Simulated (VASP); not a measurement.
A run of VASP 6.6.1:

The input INCAR:

```
SYSTEM = K
PREC = Accurate
ENCUT = 520
EDIFF = 1E-6
ISMEAR = 1
SIGMA = 0.1
LREAL = .FALSE.
LASPH = .TRUE.
NELM = 100
ALGO = Normal
ISIF = 2
LWAVE = .FALSE.
LCHARG = .FALSE.
GGA = PS
NBANDS = 10
```

File KPOINTS:

```
regular mesh
0
G
  7 7 7
  0 0 0
```

File POSCAR:

```
K
1.0
    4.2815090075      0.0000000000      0.0000000000
    0.0000000000      4.2815090075      0.0000000000
    0.0000000000      0.0000000000      4.2815090075
K
1
Direct
    0.0000000000      0.0000000000      0.0000000000
```

Potentials or basis: VASP PAW PBE potentials, release 64 (K_sv).

Run with:

```sh
$ cat potpaw_PBE.64/K_sv/POTCAR > POTCAR
$ mpirun -np 1 vasp_std > vasp.out
```

Hardware: 1 thread of Intel(R) Xeon(R) Platinum 8488C (Sapphire Rapids), with other jobs on the host.

How long does it take, and how much memory?

Wall time 7.3 s on 1 thread of Intel(R) Xeon(R) Platinum 8488C (Sapphire Rapids), on a shared host, peak memory 0.16 GiB. Counts: scf iterations 11, k points 20.
